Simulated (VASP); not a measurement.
# Ni in VASP: a series of runs

Aim: see how the results for Ni move with the level of theory and the settings. Levels: LDA+U, PBE+U. Tasks: single point, relaxation of cell and atoms.

Program: VASP 6.6.1. These are calculated values, not measurements. Logs are shortened: lines on timing, memory, paths and dates and some standing lists are left out, and cuts for length are marked.

## Step 1: The cell of the first run

The typed cell holds 1 atom: a = 2.482 Å, b = 2.494 Å, c = 2.447 Å, α = 58.84°, β = 59.02°, γ = 59.46°.

## Step 2: Single point, LDA+U, collinear spin, ferromagnetic start (the cell strained at random)

File INCAR:

```
SYSTEM = Ni
ALGO     = Normal         ! electronic algorithm
EDIFF    = 1E-6           ! SCF threshold, eV
ENCUT    = 520            ! plane-wave cutoff, eV
GGA      = CA             ! functional
ISIF     = 2              ! what is computed and relaxed
ISMEAR   = 0              ! smearing method
ISPIN    = 2              ! spin polarisation
LASPH    = .True.         ! aspherical terms in the spheres
LCHARG   = .True.         ! write CHGCAR
LDAU     = .True.         ! DFT+U
LDAUJ    = 0            
LDAUL    = 2              ! shell
LDAUPRINT= 1            
LDAUTYPE = 2            
LDAUU    = 4              ! U, eV
LELF     = .True.         ! ELF
LMAXMIX  = 4              ! l up to which the mixer works
LORBIT   = 11             ! projections on sites
LREAL    = .False.        ! projectors in reciprocal space
LVHAR    = .True.       
LWAVE    = .False.        ! write WAVECAR
MAGMOM   = 1              ! initial moments
NBANDS   = 15             ! bands
NELM     = 150            ! most SCF steps
PREC     = Accurate       ! precision mode
SIGMA    = 0.01           ! smearing width, eV
```

File KPOINTS:

```
k-points
0
Gamma
  10 10 10
  0 0 0
```

File POSCAR:

```
Ni
1.0
    0.0157440000      1.7526920000      1.7577990000
    1.7649030000      0.0121160000      1.7614280000
    1.7344060000      1.7258240000      0.0426130000
Ni
1
Direct
    0.0000000000      0.0000000000      0.0000000000
```

Potentials or basis: VASP PAW LDA potentials, release 64 (Ni).

Launch:

```console
> cat potpaw_LDA.64/Ni/POTCAR > POTCAR
> mpirun -np 1 vasp_std > vasp.out
```

OUTCAR:

```text
SYSTEM = Ni
   EDIFF = 1E-6
   ENCUT = 520
   GGA = CA
   ISIF = 2
   ISMEAR = 0
   ISPIN = 2
   LASPH = .True.
   LORBIT = 11
   LREAL = .False.
   NELM = 150
   PREC = Accurate

 ion  position               nearest neighbor table
   1  0.000  0.000  0.000-

  LATTYP: Found a triclinic cell.
 ALAT       =     2.4282470991
 B/A-ratio  =     1.0162167664
 C/A-ratio  =     1.0077766269
 COS(alpha) =     0.0049645056
 COS(beta)  =     0.4815355843
 COS(gamma) =     0.5084700146

  Lattice vectors:

 A1 = (  -1.7186620000,   0.0268680000,   1.7151860000)
 A2 = (  -1.7491590000,   1.7405760000,  -0.0036290000)
 A3 = (  -1.7344060000,  -1.7258240000,  -0.0426130000)

Analysis of symmetry for initial positions (statically):
=====================================================================
 Subroutine PRICEL returns:
 Original cell was already a primitive cell.

 Routine SETGRP: Setting up the symmetry group for a
 triclinic supercell.

 Subroutine GETGRP returns: Found  2 space group operations
 (whereof  2 operations were pure point group operations)
 out of a pool of  2 trial point group operations.

The static configuration has the point symmetry S_2 .

Analysis of symmetry for dynamics (positions and initial velocities):
=====================================================================
 Subroutine PRICEL returns:
 Original cell was already a primitive cell.

 Routine SETGRP: Setting up the symmetry group for a
 triclinic supercell.

 Subroutine GETGRP returns: Found  2 space group operations
 (whereof  2 operations were pure point group operations)
 out of a pool of  2 trial point group operations.

The dynamic configuration has the point symmetry S_2 .

Analysis of structural, dynamic, and magnetic symmetry:
=====================================================================
 Subroutine PRICEL returns:
 Original cell was already a primitive cell.

 Routine SETGRP: Setting up the symmetry group for a
 triclinic supercell.

 Subroutine GETGRP returns: Found  2 space group operations
 (whereof  2 operations were pure point group operations)
 out of a pool of  2 trial point group operations.

The overall configuration has the point symmetry S_2 .

 Subroutine INISYM returns: Found  2 space group operations
 (whereof  2 operations are pure point group operations),
 and found     1 'primitive' translations

----------------------------------------------------------------------------------------

                                     Primitive cell

  volume of cell :      10.4920

  direct lattice vectors                    reciprocal lattice vectors
     0.015744000  1.752692000  1.757799000    -0.289686596  0.284008478  0.288304543
     1.764903000  0.012116000  1.761428000     0.282020373 -0.290512730  0.287142733
     1.734406000  1.725824000  0.042613000     0.292216599  0.293042897 -0.294808792

  length of vectors
     2.482344546  2.493523209  2.447130671     0.497693328  0.496370916  0.508111114

  position of ions in fractional coordinates (direct lattice)
     0.000000000  0.000000000  0.000000000

  ion indices of the primitive-cell ions
   primitive index   ion index
                 1           1

----------------------------------------------------------------------------------------

 KPOINTS: k-points

Automatic generation of k-mesh.
 Grid dimensions read from file:
 generate k-points for:   10   10   10

 Generating k-lattice:
[... 56 lines left out ...]
   ISPIN  =      2    spin polarized calculation?
   LNONCOLLINEAR =      F non collinear calculations
   LSORBIT =      F    spin-orbit coupling
   LASPH  =      T    aspherical Exc in radial PAW
   ENCUT  =  520.0 eV  38.22 Ry    6.18 a.u.   4.62  4.64  4.55*2*pi/ulx,y,z
   NELM   =    150;   NELMIN=  2; NELMDL= -5     # of ELM steps
   EDIFF  = 0.1E-05   stopping-criterion for ELM
   LREAL  =      F    real-space projection
   EDIFFG = 0.1E-04   stopping-criterion for IOM
   NSW    =      0    number of steps for IOM
   IBRION =     -1    ionic relax: 0-MD 1-quasi-New 2-CG
   NFREE  =      0    steps in history (QN), initial steepest desc. (CG)
   ISIF   =      2    stress and relaxation
   ISYM   =      2    0-nonsym 1-usesym 2-fastsym
   POTIM  = 0.5000    time-step for ionic-motion
   TEBEG  =    0.0;   TEEND  =   0.0 temperature during run
   PSTRESS=    0.0 pullay stress
   NELECT =      10.0000    total number of electrons
   NUPDOWN=      -1.0000    fix difference up-down
   EMIN   =  10.00;   EMAX   =-10.00  energy-range for DOS
   EFERMI =   0.00;   METHOD = LEGACY
   ISMEAR =     0;   SIGMA  =   0.01  broadening in eV -4-tet -1-fermi 0-gaus
   EFERMI_NEDOS =   21; number of points for ismear=-14 and -15
   IALGO  =     38    algorithm
   IMIX   =      4    mixing-type and parameters
     AMIX     =   0.40;   BMIX     =  1.00
     AMIX_MAG =   1.60;   BMIX_MAG =  1.00
  volume/ion in A,a.u.               =      10.49        70.80
  Fermi-wavevector in a.u.,A,eV,Ry     =   1.611097  3.044532 35.315749  2.595634
  Thomas-Fermi vector in A             =   2.706542
   LORBIT       =     11    0 simple, 1 ext, 2 COOP (PROOUT), +10 PAW based schemes
 LDA+U is selected, type is set to LDAUTYPE =  2
   angular momentum for each species LDAUL =     2
   U (eV)           for each species LDAUU =   4.0
   J (eV)           for each species LDAUJ =   0.0
   GGA     = CA    functional components
   LHFCALC =     F    Hartree Fock is set to
   AEXX    =    0.0000 exact exchange contribution
   IVDW    =     0    specifies the selected vdW correction
   LEPSILON=     F    determine dielectric tensor
   LRPA    =     F    only Hartree local field effects (RPA)
 spin polarized calculation
 Gauss-broadening in eV      SIGMA  =   0.01
  energy-cutoff  :      520.00
  volume of cell :       10.49
 maximum number of plane-waves:       293
   NGX =  9   NGY =  9   NGZ =  9

atom =   1  type =  1  l = 2

 onsite density matrix

spin component  1

  0.9283 -0.0002 -0.0002 -0.0007  0.0001
 -0.0002  0.9277 -0.0003  0.0005  0.0006
 -0.0002 -0.0003  0.9365 -0.0005  0.0002
 -0.0007  0.0005 -0.0005  0.9275 -0.0009
  0.0001  0.0006  0.0002 -0.0009  0.9370

spin component  2

  0.6804 -0.0250  0.0011 -0.0066 -0.0011
 -0.0250  0.7046  0.0072 -0.0062 -0.0150
  0.0011  0.0072  0.8897  0.0140 -0.0008
 -0.0066 -0.0062  0.0140  0.7085  0.0271
 -0.0011 -0.0150 -0.0008  0.0271  0.8931

 occupancies and eigenvectors

  o =  0.6627  v =  0.0000  0.0000  0.0000  0.0000  0.0000  0.8245  0.5316 -0.0325  0.1904  0.0160      0.0000  0.0000  0.0000  0.0000  0.0000  0.0000  0.0000  0.0000  0.0000  0.0000
  o =  0.7051  v =  0.0000  0.0000  0.0000  0.0000  0.0000 -0.1704 -0.0824 -0.0697  0.9683 -0.1477      0.0000  0.0000  0.0000  0.0000  0.0000  0.0000  0.0000  0.0000  0.0000  0.0000
  o =  0.7193  v =  0.0000  0.0000  0.0000  0.0000  0.0000  0.5395 -0.8383  0.0304  0.0149 -0.0709      0.0000  0.0000  0.0000  0.0000  0.0000  0.0000  0.0000  0.0000  0.0000  0.0000
  o =  0.8910  v =  0.0000  0.0000  0.0000  0.0000  0.0000 -0.0015  0.0442  0.9926  0.0604 -0.0956      0.0000  0.0000  0.0000  0.0000  0.0000  0.0000  0.0000  0.0000  0.0000  0.0000
  o =  0.8983  v =  0.0000  0.0000  0.0000  0.0000  0.0000 -0.0002 -0.0773  0.0889  0.1495  0.9817      0.0000  0.0000  0.0000  0.0000  0.0000  0.0000  0.0000  0.0000  0.0000  0.0000
  o =  0.9268  v = -0.3146  0.4579 -0.0321 -0.8255 -0.0940  0.0000  0.0000  0.0000  0.0000  0.0000      0.0000  0.0000  0.0000  0.0000  0.0000  0.0000  0.0000  0.0000  0.0000  0.0000
  o =  0.9277  v = -0.5664 -0.7899 -0.0588 -0.2243  0.0380  0.0000  0.0000  0.0000  0.0000  0.0000      0.0000  0.0000  0.0000  0.0000  0.0000  0.0000  0.0000  0.0000  0.0000  0.0000
  o =  0.9289  v =  0.7611 -0.4012 -0.0245 -0.5081 -0.0318  0.0000  0.0000  0.0000  0.0000  0.0000      0.0000  0.0000  0.0000  0.0000  0.0000  0.0000  0.0000  0.0000  0.0000  0.0000
  o =  0.9364  v = -0.0287 -0.0591  0.9432 -0.0215 -0.3249  0.0000  0.0000  0.0000  0.0000  0.0000      0.0000  0.0000  0.0000  0.0000  0.0000  0.0000  0.0000  0.0000  0.0000  0.0000
  o =  0.9372  v =  0.0073  0.0438  0.3245 -0.0981  0.9397  0.0000  0.0000  0.0000  0.0000  0.0000      0.0000  0.0000  0.0000  0.0000  0.0000  0.0000  0.0000  0.0000  0.0000  0.0000

 number of electron      10.0000002 magnetization       0.7275561

 Free energy of the ion-electron system (eV)
  ---------------------------------------------------
  ext. energy  EPLUGINS =         0.00000000
  ---------------------------------------------------
  free energy    TOTEN  =        -4.10043590 eV

  energy without entropy =       -4.10037139  energy(sigma->0) =       -4.10040365

 E-fermi :   9.0380     XC(G=0): -13.7720

 val. band max:        9.0376993750   @ k =   0.4000  -0.1000   0.4000
 cond. band min:       9.0388669380   @ k =  -0.3000   0.2000   0.1000
 fundamental gap:      0.0011675630
 Fermi energy:         9.0379857062

 spin component 1

 k-point     1 :       0.0000    0.0000    0.0000
  band No.  band energies     occupation
      1       0.3263      1.00000
      2       5.5112      1.00000
      3       5.6451      1.00000
      4       5.7987      1.00000
      5       6.9686      1.00000
      6       6.9947      1.00000
      7      33.5304      0.00000
      8      36.9645      0.00000
      9      37.4731      0.00000
     10      37.5032      0.00000
     11      37.9898      0.00000
     12      38.7859      0.00000
[... 841 lines left out ...]
      4       7.2069      1.00000
      5       8.6592      1.00000
      6      10.7349      0.00000
      7      19.9179      0.00000
      8      24.3234      0.00000
      9      32.6705      0.00000
     10      33.6809      0.00000
     11      41.3734      0.00000
     12      42.7242      0.00000
     13      47.6834      0.00000
     14      50.1404      0.00000
     15      53.2028      0.00000

 [... further k-points ...]
[... 5 lines left out ...]
  --------------------------------------------------------------------------------------
  -------------------------------------------------------------------------------------
  Total       -1.2122856     -1.1970847     -1.1696679      0.0730104     -0.1348165     -0.1239929
  in kB     -185.1212578   -182.8000156   -178.6133590     11.1490044    -20.5870633    -18.9342590
  external PRESSURE =    -182.1782108 kB  Pullay stress =       0.0000000 kB

 VOLUME and BASIS-vectors are now :
 -----------------------------------------------------------------------------
  energy-cutoff  :      520.00
  volume of cell :       10.49
      direct lattice vectors                 reciprocal lattice vectors
     0.015744000  1.752692000  1.757799000    -0.289686596  0.284008478  0.288304543
     1.764903000  0.012116000  1.761428000     0.282020373 -0.290512730  0.287142733
     1.734406000  1.725824000  0.042613000     0.292216599  0.293042897 -0.294808792

 POSITION                                       TOTAL-FORCE (eV/Angst)
 -----------------------------------------------------------------------------------
      0.00000      0.00000      0.00000         0.000000     -0.000000      0.000000
 -----------------------------------------------------------------------------------
    total drift:                               -0.000000     -0.000000     -0.000000

  FREE ENERGIE OF THE ION-ELECTRON SYSTEM (eV)
  ---------------------------------------------------
  free  energy   TOTEN  =        -4.1004359015 eV

  energy  without entropy=       -4.1003713922  energy(sigma->0) =       -4.10040365

 total charge

# of ion       s       p       d       tot
------------------------------------------
    1        0.500   0.473   8.503   9.476

 magnetization (x)

# of ion       s       p       d       tot
------------------------------------------
    1       -0.007  -0.030   0.782   0.744
```

Wall time 2.7 min (1 thread of Intel Xeon 6975P-C (Granite Rapids), shared host); peak memory 0.22 GiB.

Results:

```yaml
Free_energy: -4.1004 eV
Pressure: -18.2 GPa
Net_moment: 0.73 μB per cell
Site_moments: Ni +0.74 μB
Valence_electrons_inside_the_program's_atomic_spheres: Ni 9.48
```

Stress tensor (GPa, compression positive):
```
-18.51   1.11  -1.89
  1.11 -18.28  -2.06
 -1.89  -2.06 -17.86
```

Eigenvalues of the final occupation matrices:
```csv
site,spin,trace,eigenvalues
site 1 d,1,4.66,0.93 0.93 0.93 0.94 0.94
site 1 d,2,3.88,0.66 0.71 0.72 0.89 0.90
```

Caveat: the cell differs from its parent crystal (the cell strained at random); the U is typed as a test and isn't derived for this compound. The state reached can hang on the start; a lower one may exist.

## Step 3: Relaxation of cell and atoms, PBE+U, collinear spin, ferromagnetic start

File INCAR:

```
SYSTEM = Ni
ALGO = Normal ; EDIFF = 1E-6
EDIFFG = -0.01 ; ENCUT = 600
GGA = PE ; IBRION = 2
ISIF = 3 ; ISMEAR = 0
ISPIN = 2 ; LASPH = .TRUE.
LCHARG = .FALSE. ; LDAU = .TRUE.
LDAUJ = 0 ; LDAUL = 2
LDAUPRINT = 1 ; LDAUTYPE = 2
LDAUU = 5 ; LMAXMIX = 4
LORBIT = 11 ; LREAL = .FALSE.
LWAVE = .FALSE. ; MAGMOM = 1
NELM = 150 ; NSW = 60
NUPDOWN = 1.0 ; PREC = Accurate
SIGMA = 0.05
```

File KPOINTS:

```
k-points
0
G
  13 13 13
  0 0 0
```

File POSCAR:

```
Ni
1.0
    0.0000000000      1.7375729330      1.7375729330
    1.7375729330      0.0000000000      1.7375729330
    1.7375729330      1.7375729330      0.0000000000
Ni
1
Direct
    0.0000000000      0.0000000000      0.0000000000
```

Potentials or basis: VASP PAW PBE potentials, release 64 (Ni).

Launch:

```console
> cat potpaw_PBE.64/Ni/POTCAR > POTCAR
> mpirun -np 1 vasp_std > vasp.out
```

It took 21 s on 1 thread of Intel Xeon 6975P-C (Granite Rapids), shared host; peak memory 0.15 GiB.

It converged, with:

```yaml
Free_energy: -2.3890 eV
Relaxed_volume: 10.61 Å³/atom
Relaxed_cell: a = 2.466 Å, b = 2.466 Å, c = 2.466 Å, α = 60.00°, β = 60.00°, γ = 60.00°
Space_group_after_relaxing_to_0.05_Å: Fm-3m (No. 225)
Energy_gained_by_relaxing: 0.7 meV/atom
Ionic_steps: 3
Pressure_after_relaxing: -0.1 GPa
Net_moment: 1.00 μB per cell
Site_moments: Ni +1.02 μB
Valence_electrons_inside_the_program's_atomic_spheres: Ni 9.45
```

The path:
```csv
step,energy change (eV),largest force (eV/Å),pressure (GPa),volume (Å³)
1,0.0000,0.0000,2.00,10.49
2,-0.0003,0.0000,-1.31,10.69
3,-0.0007,0.0000,-0.13,10.61
```

Final structure:
```
Ni
1.0
     0.00000    1.74389    1.74389
     1.74389    0.00000    1.74389
     1.74389    1.74389    0.00000
Ni
1
Direct
  0.00000 0.00000 0.00000
```

Eigenvalues of the final occupation matrices:
```tsv
site	spin	trace	eigenvalues
site 1 d	1	4.75	0.95 0.95 0.95 0.95 0.95
site 1 d	2	3.73	0.63 0.63 0.63 0.92 0.92
```

Caveat: the total moment is fixed, so each spin has its own Fermi level; the U is typed as a test and isn't derived for this compound. The state reached can hang on the start; a lower one may exist.
